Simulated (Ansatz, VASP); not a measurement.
**CaO: VASP and Ansatz over several settings**

```
Ca O
1.0
     0.00000    2.38742    2.38742
     2.38742    0.00000    2.38742
     2.38742    2.38742    0.00000
Ca O
1 1
Direct
  0.00000 0.00000 0.00000
  0.50000 0.50000 0.50000
```

Single points on this cell with VASP 6.6.1 and Ansatz 0.2.0. Each row is one pair of runs. Alike in all rows: spin: off; k mesh: 10 × 10 × 10; smearing: fermi-dirac, width 0.05 eV.

```csv
level,"VASP's potentials, cutoff","Ansatz's potentials, cutoff","gap on the k mesh at the Fermi level (eV), VASP","gap on the k mesh at the Fermi level (eV), Ansatz","least direct gap on the mesh (eV), VASP","least direct gap on the mesh (eV), Ansatz","pressure (GPa), VASP","pressure (GPa), Ansatz"
PBEsol+D4,"VASP PAW PBE potentials, release 64 (Ca_sv, O), 520 eV","Ansatz PAW, 420 eV",3.52,3.55,3.90,3.92,-1.2,-1.8
r2SCAN,"VASP PAW PBE potentials, release 64 (Ca_sv, O), 520 eV","Ansatz PAW, 500 eV",4.18,4.20,4.55,4.57,2.6,1.5
"b88 exchange, pbe correlation","VASP PAW PBE potentials, release 64 (Ca_sv, O), 600 eV","Ansatz PAW, 420 eV",?,3.68,?,4.05,?,3.8
```

Q: Fill in what VASP gave in row 3.

A: gap on the k mesh at the Fermi level (eV): 3.66; least direct gap on the mesh (eV): 4.03; pressure (GPa): 4.3.
